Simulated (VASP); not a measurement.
Runs of VASP 6.6.1 on SnTe. The structure is that of space group F-43m (No. 216), or close to it. The cells are those of the table. 

```csv
cell,gap on the mesh (eV),pressure (GPa)
"a = 5.158, b = 5.158, c = 5.107 Å, angles 60.3, 60.3, 59.3°, 2 atoms",0.33,(a)
"a = 5.073, b = 5.073, c = 5.107 Å, angles 59.8, 59.8, 60.4°, 2 atoms",0.26,(b)
"a = 5.056, b = 5.056, c = 5.107 Å, angles 59.7, 59.7, 60.7°, 2 atoms",0.21,(c)
"a = 5.141, b = 5.141, c = 5.107 Å, angles 60.2, 60.2, 59.6°, 2 atoms",0.34,-0.9
"a = 5.124, b = 5.124, c = 5.107 Å, angles 60.1, 60.1, 59.8°, 2 atoms",0.35,-0.8
"a = 5.090, b = 5.090, c = 5.107 Å, angles 59.9, 59.9, 60.2°, 2 atoms",0.31,-0.4
"a = 5.107 Å, angles 60.0°, 2 atoms",0.35,-0.6
```

Alike in all rows: task single point; level r2SCAN; potentials or basis VASP PAW PBE potentials, release 64 (Sn_d, Te); no spin polarisation; k mesh 6 × 6 × 6; cutoff (eV) 520; smearing fermi-dirac 0.05 eV.

Question: Estimate the missing entries.

Answer: (a) -1.1; (b) -0.3; (c) -0.1.

Caveats: semilocal functionals underestimate gaps, and a narrow one can read as zero; the PAW data sets were made with another functional, which shifts forces and pressure a little; spin-orbit coupling is left out, which moves the levels of the heavy elements.

A k mesh can miss the band edges, and the runs leave out spin-orbit coupling on Sn, Te.
